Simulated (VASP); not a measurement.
A run of VASP 6.6.1 is set up as follows.

INCAR

```
ALGO = Normal
EDIFF = 1E-8
ENCUT = 500
GGA = PS
GGA_COMPAT = F
IBRION = 8
ISIF = 2
ISMEAR = 0
LASPH = T
LCHARG = F
LREAL = F
LWAVE = F
NELM = 120
NSW = 1
PREC = Accurate
SIGMA = 0.1
```

File KPOINTS:

```
k-points
0
Gamma
  10 10 10
```

The input POSCAR:

```
TiTc
1.0
    3.1100000000      0.0000000000      0.0000000000
    0.0000000000      3.1100000000      0.0000000000
    0.0000000000      0.0000000000      3.1100000000
Ti Tc
1 1
Direct
    0.5000000000      0.5000000000      0.5000000000
    0.0000000000      0.0000000000      0.0000000000
```

Potentials or basis: VASP PAW PBE potentials, release 64 (Ti_sv, Tc_pv).

Run with:

```bash
$ cat potpaw_PBE.64/Ti_sv/POTCAR potpaw_PBE.64/Tc_pv/POTCAR > POTCAR
$ mpirun -np 1 vasp_std > vasp.out
```

Predict the highest phonon frequency at Γ.

256 cm⁻¹.

Phonon frequencies in cm⁻¹ (negative: imaginary):
```tsv
q point	frequencies
(0.000, 0.000, 0.000)	0 0 0 256 256 256
```

Caveat: the cell stands under pressure or tension, which shifts response properties.
